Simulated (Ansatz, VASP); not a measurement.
**TiC in VASP and in Ansatz**

```
CELL_PARAMETERS angstrom
0.00000 2.16400 2.12072
2.16400 0.00000 2.12072
2.16400 2.16400 0.00000
ATOMIC_POSITIONS crystal
Ti 0.00000 0.00000 0.00000
C 0.50000 0.50000 0.50000
```

Change from the starting cell: zz strain of -2 %, PAW files.

Alike in both runs: task electric field gradients; functional PBEsol; k mesh 14 × 14 × 14; occupations fermi-dirac, width 0.03 eV; no spin polarisation.

|  | VASP | Ansatz |
| --- | --- | --- |
| version | VASP 6.6.1 | Ansatz 0.2.0 |
| potentials or method | VASP PAW PBE potentials, release 64 (Ti_sv, C) | PAW with Ansatz's default frozen-core files, scalar-relativistic |
| plane-wave cutoff (eV) | 520 | 420 |
| valence electrons in the cell | 16 | 16 |

Ansatz gave:

```
pressure (GPa)                                                : -0.9
traceless stress, the component that is largest in VASP (GPa) : 5.81
size of Vzz on the site where it differs most (V/Å²)          : 16.9
```

Problem. What did VASP give for the same quantities?

Solution. Pressure (GPa): -0.6; traceless stress, the component that is largest in VASP (GPa): 5.83; size of Vzz on the site where it differs most (V/Å²): 16.1.

VASP's potentials were made for PBE, not for PBEsol. With one functional, cell and mesh, what is left measures potentials, basis and numerics.
